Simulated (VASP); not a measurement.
The system is Te.

```
Te
1.0
    -3.15432    3.15432    1.72074
     3.15432   -3.15432    1.72074
     3.15432    3.15432   -1.72074
Te
2
Direct
  0.00000 0.00000 0.00000
  0.75000 0.25000 0.50000
```

```yaml
Program: VASP 6.6.1
Task: relaxation of cell and atoms
Functional: PBE
Potentials_or_basis: VASP PAW PBE potentials, release 64 (Te)
Cutoff: 600 eV
k_mesh: 14 × 14 × 14
Occupations: gaussian, width 0.1 eV
Spin: no spin polarisation
```

At the start: pressure -2.6 GPa; volume 34.24 Å³/atom.

Question: How do energy, volume and symmetry change on relaxing?

Answer: Over 10 steps the energy falls by 45.4 meV/atom and the volume is 32.13 Å³/atom (-6.2 %); space group I4_1/amd (No. 141, to 0.05 Å).

The path:
```tsv
step	energy change (eV)	largest force (eV/Å)	pressure (GPa)	volume (Å³)
1	0.0000	0.0000	-2.64	68.48
2	-0.0437	0.0000	0.95	63.03
3	-0.0450	0.0000	0.36	63.76
4	-0.0667	0.0000	0.60	63.33
5	-0.0609	0.0000	2.49	61.84
6	-0.0830	0.0000	1.10	62.76
7	-0.0837	0.0000	1.32	62.57
8	-0.0883	0.0000	-0.46	65.04
9	-0.0905	0.0000	0.15	64.12
10	-0.0908	0.0000	0.00	64.25
```

Final structure:
```
Te
1.0
    -3.19192    3.19192    1.57664
     3.19192   -3.19192    1.57664
     3.19192    3.19192   -1.57664
Te
2
Direct
  0.00000 0.00000 0.00000
  0.75000 0.25000 0.50000
```
